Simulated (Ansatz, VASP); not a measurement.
Lu in VASP and in Ansatz

```xyz
2
Lattice="3.4434 0.0000 0.0000 -1.7217 2.9821 0.0000 0.0000 0.0000 5.3679" Properties=species:S:1:pos:R:3 pbc="T T T"
Lu    0.0000    1.9881    1.3420
Lu    1.7217    0.9940    4.0259
```

Alike in both runs: functional PBEsol; k mesh 16 × 16 × 10; occupations fermi-dirac, width 0.1 eV; no spin polarisation.

Ansatz relaxed the structure, and its values are those at the end. VASP's run is a single point on that final structure, the one shown.

|  | VASP | Ansatz |
| --- | --- | --- |
| version | VASP 6.6.1 | Ansatz 0.2.0 |
| potentials or method | VASP PAW PBE potentials, release 64 (Lu) | PAW with Ansatz's default frozen-core files, scalar-relativistic |
| plane-wave cutoff (eV) | 520 | 420 |
| valence electrons in the cell | 50 | 50 |

|  | VASP | Ansatz | Ansatz less VASP |
| --- | --- | --- | --- |
| pressure (GPa) | 0.1 | 0.0 | -0.14 |

VASP's potentials were made for PBE, not for PBEsol.

Spin-orbit coupling is off throughout.
